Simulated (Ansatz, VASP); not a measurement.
**Ti: VASP beside Ansatz**

The input INCAR:

```
SYSTEM = Ti
  PREC = Accurate
  ENCUT = 520
  EDIFF = 1E-6
  ISMEAR = -1
  SIGMA = 0.05
  LREAL = .False.
  LASPH = .True.
  NELM = 100
  ALGO = Normal
  ISIF = 2
  LWAVE = .False.
  LCHARG = .False.
  GGA = PE
  NBANDS = 12
```

Contents of KPOINTS:

```
Automatic mesh
0
Gamma
  14 14 14
  0 0 0
```

File POSCAR:

```
Ti
1.0
    2.5480598943      0.0000000000      0.0000000000
    0.0000000000      2.5480598943      0.0000000000
    0.0000000000      0.0000000000      2.5480598943
Ti
1
Direct
    0.0000000000      0.0000000000      0.0000000000
```

Input for Ansatz:

```yaml
crystal:
  lattice:
    - [2.5480598943, 0.0, 0.0]
    - [0.0, 2.5480598943, 0.0]
    - [0.0, 0.0, 2.5480598943]
  atoms:
    - { symbol: Ti, position: [0.0, 0.0, 0.0] }
kpoints:
  mp_grid: { grid: [14, 14, 14] }
scf:
  occupations: { method: fermi_dirac, width: 0.05 }
hamiltonian:
  xc: pbe
  pseudopotentials: { kind: paw }
output:
  forces: true
  stress: true
  eigenvalues: true
  populations: true
```

Change from the starting cell: volume scaled by 0.9, PAW files.

Alike in both runs: task single point; functional PBE; k mesh 14 × 14 × 14; occupations fermi-dirac, width 0.05 eV; no spin polarisation.

|  | VASP | Ansatz |
| --- | --- | --- |
| version | VASP 6.6.1 | Ansatz 0.2.0 |
| potentials or method | VASP PAW PBE potentials, release 64 (Ti_sv) | PAW with Ansatz's default frozen-core files, scalar-relativistic |
| plane-wave cutoff (eV) | 520 | 420 |
| valence electrons in the cell | 12 | 12 |

Ansatz gave:

| Property | Result |
| --- | --- |
| pressure (GPa) | 9.9 |

**Question.** Estimate VASP's values.

**Answer.** Pressure (GPa): 9.8.

With one functional, cell and mesh, what is left measures potentials, basis and numerics.
